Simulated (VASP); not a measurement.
# Ir (Fm-3m) in VASP: notebook, part 2 of 2

VASP 6.6.1. Earlier steps stand in the parts before.

### Step 3. Relaxation of cell and atoms, PBE

This run uses another cell than the first one, of 14.15 Å³/atom, 0.972 times its volume.

Input file INCAR:

```
SYSTEM = Ir
ALGO = Normal ; EDIFF = 1E-7
EDIFFG = -0.05 ; ENCUT = 500
GGA = PE ; GGA_COMPAT = .False.
IBRION = 2 ; ISIF = 3
ISMEAR = 0 ; LASPH = .True.
LCHARG = .False. ; LREAL = .False.
LWAVE = .False. ; NELM = 120
NELMIN = 4 ; NSW = 100
PREC = Accurate ; SIGMA = 0.1
```

Input file KPOINTS:

```
k-points
0
Gamma
  8 8 8
  0 0 0
```

Input file POSCAR:

```
Ir
1.0
    0.0000000000      1.9197000000      1.9197000000
    1.9197000000      0.0000000000      1.9197000000
    1.9197000000      1.9197000000      0.0000000000
Ir
1
Direct
    0.0000000000      0.0000000000      0.0000000000
```

Potentials or basis: VASP PAW PBE potentials, release 64 (Ir).

On the command line:

```bash
$ cat potpaw_PBE.64/Ir/POTCAR > POTCAR
$ mpirun -np 1 vasp_std > vasp.out
```

OUTCAR:

```text
SYSTEM = Ir
   EDIFF = 1E-7
   EDIFFG = -0.05
   ENCUT = 500
   GGA = PE
   IBRION = 2
   ISIF = 3
   ISMEAR = 0
   LASPH = .True.
   LREAL = .False.
   NELM = 120
   NELMIN = 4
   NSW = 100
   PREC = Accurate

 ion  position               nearest neighbor table
   1  0.000  0.000  0.000-

  LATTYP: Found a face centered cubic cell.
 ALAT       =     3.8394000000

  Lattice vectors:

 A1 = (   0.0000000000,   1.9197000000,   1.9197000000)
 A2 = (   1.9197000000,   0.0000000000,   1.9197000000)
 A3 = (   1.9197000000,   1.9197000000,   0.0000000000)

Analysis of symmetry for initial positions (statically):
=====================================================================
 Subroutine PRICEL returns:
 Original cell was already a primitive cell.

 Routine SETGRP: Setting up the symmetry group for a
 face centered cubic supercell.

 Subroutine GETGRP returns: Found 48 space group operations
 (whereof 48 operations were pure point group operations)
 out of a pool of 48 trial point group operations.

The static configuration has the point symmetry O_h .

Analysis of symmetry for dynamics (positions and initial velocities):
=====================================================================
 Subroutine PRICEL returns:
 Original cell was already a primitive cell.

 Routine SETGRP: Setting up the symmetry group for a
 face centered cubic supercell.

 Subroutine GETGRP returns: Found 48 space group operations
 (whereof 48 operations were pure point group operations)
 out of a pool of 48 trial point group operations.

The dynamic configuration has the point symmetry O_h .

 Subroutine INISYM returns: Found 48 space group operations
 (whereof 48 operations are pure point group operations),
 and found     1 'primitive' translations

----------------------------------------------------------------------------------------

                                     Primitive cell

  volume of cell :      14.1491

  direct lattice vectors                    reciprocal lattice vectors
     0.000000000  1.919700000  1.919700000    -0.260457363  0.260457363  0.260457363
     1.919700000  0.000000000  1.919700000     0.260457363 -0.260457363  0.260457363
     1.919700000  1.919700000  0.000000000     0.260457363  0.260457363 -0.260457363

  length of vectors
     2.714865776  2.714865776  2.714865776     0.451125386  0.451125386  0.451125386

  position of ions in fractional coordinates (direct lattice)
     0.000000000  0.000000000  0.000000000

  ion indices of the primitive-cell ions
   primitive index   ion index
                 1           1

----------------------------------------------------------------------------------------

 KPOINTS: k-points

Automatic generation of k-mesh.
 Grid dimensions read from file:
 generate k-points for:    8    8    8

 Generating k-lattice:

  Cartesian coordinates                     Fractional coordinates (reciprocal lattice)
    -0.032557170  0.032557170  0.032557170     0.125000000  0.000000000  0.000000000
     0.032557170 -0.032557170  0.032557170     0.000000000  0.125000000  0.000000000
     0.032557170  0.032557170 -0.032557170     0.000000000  0.000000000  0.125000000

  Length of vectors
     0.056390673  0.056390673  0.056390673

  Shift w.r.t. Gamma in fractional coordinates (k-lattice)
     0.000000000  0.000000000  0.000000000

 Subroutine IBZKPT returns following result:
 ===========================================

 Found     29 irreducible k-points:

 Following reciprocal coordinates:
            Coordinates               Weight
  0.000000  0.000000  0.000000      1.000000
  0.125000  0.000000  0.000000      8.000000
  0.250000  0.000000  0.000000      8.000000
  0.375000  0.000000  0.000000      8.000000
  0.500000  0.000000  0.000000      4.000000
  0.125000  0.125000  0.000000      6.000000
[... 16 lines left out ...]
  0.500000  0.250000  0.125000     48.000000
 -0.375000  0.250000  0.125000     24.000000
 [... further k-points ...]
   k-points           NKPTS =     29   k-points in BZ     NKDIM =     29   number of bands    NBANDS=      8
   number of dos      NEDOS =    301   number of ions     NIONS =      1
   total plane-waves  NPLWV =   8000
   dimension x,y,z NGX =    20 NGY =   20 NGZ =   20
   dimension x,y,z NGXF=    40 NGYF=   40 NGZF=   40
   ions per type =               1
   NGX,Y,Z   is equivalent  to a cutoff of  12.25, 12.25, 12.25 a.u.
   NGXF,Y,Z  is equivalent  to a cutoff of  24.49, 24.49, 24.49 a.u.
 SYSTEM =  Ir
   PREC   = accura    normal or accurate (medium, high low for compatibility)
   ISTART =      0    job   : 0-new  1-cont  2-samecut
   ICHARG =      2    charge: 1-file 2-atom 10-const
   ISPIN  =      1    spin polarized calculation?
   LNONCOLLINEAR =      F non collinear calculations
   LSORBIT =      F    spin-orbit coupling
   LASPH  =      T    aspherical Exc in radial PAW
   ENCUT  =  500.0 eV  36.75 Ry    6.06 a.u.   4.95  4.95  4.95*2*pi/ulx,y,z
   NELM   =    120;   NELMIN=  4; NELMDL= -5     # of ELM steps
   EDIFF  = 0.1E-06   stopping-criterion for ELM
   LREAL  =      F    real-space projection
   EDIFFG = -.5E-01   stopping-criterion for IOM
   NSW    =    100    number of steps for IOM
   IBRION =      2    ionic relax: 0-MD 1-quasi-New 2-CG
   NFREE  =      1    steps in history (QN), initial steepest desc. (CG)
   ISIF   =      3    stress and relaxation
   ISYM   =      2    0-nonsym 1-usesym 2-fastsym
   POTIM  = 0.5000    time-step for ionic-motion
   TEBEG  =    0.0;   TEEND  =   0.0 temperature during run
   PSTRESS=    0.0 pullay stress
   NELECT =       9.0000    total number of electrons
   NUPDOWN=      -1.0000    fix difference up-down
   EMIN   =  10.00;   EMAX   =-10.00  energy-range for DOS
   EFERMI =   0.00;   METHOD = LEGACY
   ISMEAR =     0;   SIGMA  =   0.10  broadening in eV -4-tet -1-fermi 0-gaus
   EFERMI_NEDOS =   21; number of points for ismear=-14 and -15
   IALGO  =     38    algorithm
   IMIX   =      4    mixing-type and parameters
     AMIX     =   0.40;   BMIX     =  1.00
     AMIX_MAG =   1.60;   BMIX_MAG =  1.00
  volume/ion in A,a.u.               =      14.15        95.48
  Fermi-wavevector in a.u.,A,eV,Ry     =   1.407923  2.660589 26.970118  1.982248
  Thomas-Fermi vector in A             =   2.530133
   LORBIT       =      0    0 simple, 1 ext, 2 COOP (PROOUT), +10 PAW based schemes
   GGA     = PE    functional components
   LHFCALC =     F    Hartree Fock is set to
   AEXX    =    0.0000 exact exchange contribution
   IVDW    =     0    specifies the selected vdW correction
   LEPSILON=     F    determine dielectric tensor
   LRPA    =     F    only Hartree local field effects (RPA)
 conjugate gradient relaxation of ions
 non-spin polarized calculation
 Gauss-broadening in eV      SIGMA  =   0.10
  energy-cutoff  :      500.00
  volume of cell :       14.15
 maximum number of plane-waves:       370
   NGX =  9   NGY =  9   NGZ =  9

--------------------------------------- Ionic step        1  -------------------------------------------

 number of electron       9.0000000 magnetization

 Free energy of the ion-electron system (eV)
  ---------------------------------------------------
  ext. energy  EPLUGINS =         0.00000000
  ---------------------------------------------------
  free energy    TOTEN  =        -8.76761303 eV

  energy without entropy =       -8.75904911  energy(sigma->0) =       -8.76333107

 E-fermi :  10.4598     XC(G=0): -13.9864

 val. band max:       10.4148480584   @ k =  -0.3750   0.1250   0.0000
 cond. band min:      10.4816762902   @ k =  -0.3750   0.2500   0.0000
 fundamental gap:      0.0668282318
 Fermi energy:        10.4598249313

 k-point     1 :       0.0000    0.0000    0.0000
  band No.  band energies     occupation
      1      -0.7143      2.00000
      2       6.5194      2.00000
      3       6.5194      2.00000
      4       6.5194      2.00000
      5       9.2192      2.00000
      6       9.2192      2.00000
      7      24.7136      0.00000
      8      30.3221      0.00000
[... 320 lines left out ...]
  energy  without entropy=       -8.6068921500  energy(sigma->0) =       -8.61212640

--------------------------------------- Ionic step        3  -------------------------------------------

 number of electron       9.0000000 magnetization

 Free energy of the ion-electron system (eV)
  ---------------------------------------------------
  ext. energy  EPLUGINS =         0.00000000
  ---------------------------------------------------
  free energy    TOTEN  =        -8.78161551 eV

  energy without entropy =       -8.77268392  energy(sigma->0) =       -8.77714972

 E-fermi :   9.9256     XC(G=0): -13.8031

 val. band max:        9.8819413276   @ k =  -0.3750   0.1250   0.0000
 cond. band min:       9.9453797673   @ k =  -0.3750   0.2500   0.0000
 fundamental gap:      0.0634384397
 Fermi energy:         9.9256412070

 k-point     1 :       0.0000    0.0000    0.0000
  band No.  band energies     occupation
      1      -0.9124      2.00000
      2       6.1697      2.00000
      3       6.1697      2.00000
      4       6.1697      2.00000
      5       8.7393      2.00000
      6       8.7393      2.00000
      7      24.2434      0.00000
      8      29.6674      0.00000
[... 281 lines left out ...]
  FREE ENERGIE OF THE ION-ELECTRON SYSTEM (eV)
  ---------------------------------------------------
  free  energy   TOTEN  =        -8.7816155147 eV

  energy  without entropy=       -8.7726839178  energy(sigma->0) =       -8.77714972

 reached required accuracy - stopping structural energy minimisation
```

OSZICAR:

```text
N       E                     dE             d eps       ncg     rms          rms(c)
DAV:   1     0.376323633590E+02    0.37632E+02   -0.44047E+03   488   0.981E+02
DAV:   2    -0.879174638752E+01   -0.46424E+02   -0.45321E+02   464   0.200E+02
DAV:   3    -0.931806637966E+01   -0.52632E+00   -0.52544E+00   704   0.282E+01
[... 22 lines left out ...]
DAV:   3    -0.878062359178E+01    0.58837E-01   -0.26284E-01   536   0.649E+00    0.570E-01
DAV:   4    -0.878099930585E+01   -0.37571E-03   -0.21430E-03   616   0.437E-01    0.296E-01
DAV:   5    -0.878157861549E+01   -0.57931E-03   -0.16015E-03   560   0.337E-01    0.269E-02
DAV:   6    -0.878161543943E+01   -0.36824E-04   -0.26736E-05   608   0.427E-02    0.479E-03
DAV:   7    -0.878161551468E+01   -0.75250E-07   -0.36681E-07   552   0.612E-03
   3 F= -.87816155E+01 E0= -.87771497E+01  d E =-.140025E-01
```

CONTCAR:

```text
Ir
   1.00000000000000
    -0.0000000000000000    1.9395566018696355    1.9395566018696355
     1.9395566018696355   -0.0000000000000000    1.9395566018696355
     1.9395566018696355    1.9395566018696355   -0.0000000000000000
  Ir
     1
Direct
     0.0000000000000000    0.0000000000000000    0.0000000000000000

  0.00000000E+00  0.00000000E+00  0.00000000E+00
```

Run time: 11 s. Hardware: 1 thread of AMD EPYC 7R13 (Zen 3), shared host; peak memory 0.1 GiB.

Results:

```
Free energy                            : -8.7816 eV
Relaxed volume                         : 14.59 Å³/atom
Relaxed cell                           : a = 2.743 Å, b = 2.743 Å, c = 2.743 Å, α = 60.00°, β = 60.00°, γ = 60.00°
Space group after relaxing (to 0.05 Å) : Fm-3m (No. 225)
Energy gained by relaxing              : 14.0 meV/atom
Ionic steps                            : 3
Pressure after relaxing                : -0.5 GPa
```

Step by step:
```tsv
step	energy change (eV)	largest force (eV/Å)	pressure (GPa)	volume (Å³)
1	0.0000	0.0000	11.01	14.15
2	0.1503	0.0000	-28.25	16.23
3	-0.0140	0.0000	-0.48	14.59
```

Final structure:
```
Ir
1.0
     0.00000    1.93956    1.93956
     1.93956    0.00000    1.93956
     1.93956    1.93956    0.00000
Ir
1
Direct
  0.00000 0.00000 0.00000
```

Levels at points of the mesh, in eV from the Fermi level:
| k point | band 1 | band 2 | band 3 | band 4 | band 5 | band 6 | band 7 | band 8 |
| --- | --- | --- | --- | --- | --- | --- | --- | --- |
| (0.00, 0.00, 0.00) | -10.84 | -3.76 | -3.76 | -3.76 | -1.19 | -1.19 | 14.32 | 19.74 |
| (0.50, 0.00, 0.00) | -7.83 | -3.85 | -3.85 | -0.73 | 0.80 | 0.80 | 6.90 | 13.87 |
| (0.50, 0.50, 0.00) | -7.60 | -7.06 | 0.77 | 1.34 | 1.34 | 1.65 | 10.05 | 11.51 |

Caveat: spin-orbit coupling is left out, which moves the levels of the heavy elements. PBE usually gives volumes a little too large and moduli too small.
